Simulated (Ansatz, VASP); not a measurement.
LiF: VASP beside Ansatz

File INCAR:

```
  PREC = Accurate
  ENCUT = 750
  EDIFF = 1E-6
  ISMEAR = -1
  SIGMA = 0.1
  LREAL = False
  LASPH = True
  NELM = 120
  ALGO = Normal
  ISIF = 2
  LWAVE = False
  LCHARG = True
  GGA = PE
  LELF = True
  LVHAR = True
  NBANDS = 12
  GGA_COMPAT = False
```

File KPOINTS:

```
regular mesh
0
Gamma
  10 10 10
```

File POSCAR:

```
LiF
1.0
    0.0000000000      2.0417135738      2.0417135738
    2.0417135738      0.0000000000      2.0417135738
    2.0417135738      2.0417135738      0.0000000000
Li F
1 1
Direct
    0.0000000000      0.0000000000      0.0000000000
    0.5000000000      0.5000000000      0.5000000000
```

Input for Ansatz:

```yaml
crystal:
  lattice:
    - [0.0, 2.0417135738, 2.0417135738]
    - [2.0417135738, 0.0, 2.0417135738]
    - [2.0417135738, 2.0417135738, 0.0]
  atoms:
    - { symbol: Li, position: [0.0, 0.0, 0.0] }
    - { symbol: F, position: [0.5, 0.5, 0.5] }
basis:
  ecutwfc: 420
  precision: f64
kpoints:
  mp_grid: { grid: [10, 10, 10] }
hamiltonian:
  xc: pbe
scf:
  occupations: { method: fermi_dirac }
output:
  forces: true
  stress: true
  eigenvalues: true
```

Alike in both runs: task single point; functional PBE; k mesh 10 × 10 × 10; no spin polarisation.

|  | VASP | Ansatz |
| --- | --- | --- |
| version | VASP 6.6.1 | Ansatz 0.2.0 |
| potentials or method | VASP PAW PBE potentials, release 64 (Li_sv, F), cutoff 750 eV | scalar-relativistic, plane waves, PAW |
| occupations | fermi-dirac, width 0.1 eV | fermi-dirac |
| valence electrons in the cell | 10 | 10 |

```tsv
	VASP	Ansatz	Ansatz less VASP
gap on the k mesh at the Fermi level (eV)	8.72	8.73	+0.012
least direct gap on the mesh (eV)	8.72	8.73	+0.012
pressure (GPa)	-1.5	-0.7	+0.71
```
